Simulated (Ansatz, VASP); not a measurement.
C: VASP beside Ansatz

```xyz
4
Lattice="1.3359 -3.0995 0.0000 1.3359 3.0995 0.0000 0.0000 0.0000 3.4289" Properties=species:S:1:pos:R:3 pbc="T T T"
C     1.3359    0.0000    2.7612
C     1.3359    0.0000    0.6677
C     1.3359    1.1035    1.7145
C     1.3359   -1.1035    1.7145
```

Alike in both runs: task single point; functional PBE; k mesh 8 × 8 × 6; occupations gaussian, width 0.1 eV; collinear spin.

|  | VASP | Ansatz |
| --- | --- | --- |
| version | VASP 6.6.1 | Ansatz 0.2.0 |
| potentials or method | VASP PAW PBE potentials, release 64 (C), cutoff 520 eV | scalar-relativistic, plane waves, PAW |
| valence electrons in the cell | 16 | 16 |

```csv
,VASP,Ansatz,Ansatz less VASP
gap on the k mesh at the Fermi level (eV),none,none,-
pressure (GPa),0.3,0.0,-0.37
"traceless stress, the component that is largest in VASP (GPa)",-0.27,0.09,+0.366
rms of the force components (eV/Å),0.019,0.005,-0.0137
net moment per atom (μB),0.00,0.00,0.000
```

Atom by atom the forces differ by 0.014 eV/Å (rms over components). A gap of «none» marks a metal or a gap that the smearing closes. Ansatz's warnings: seeded moment not kept.
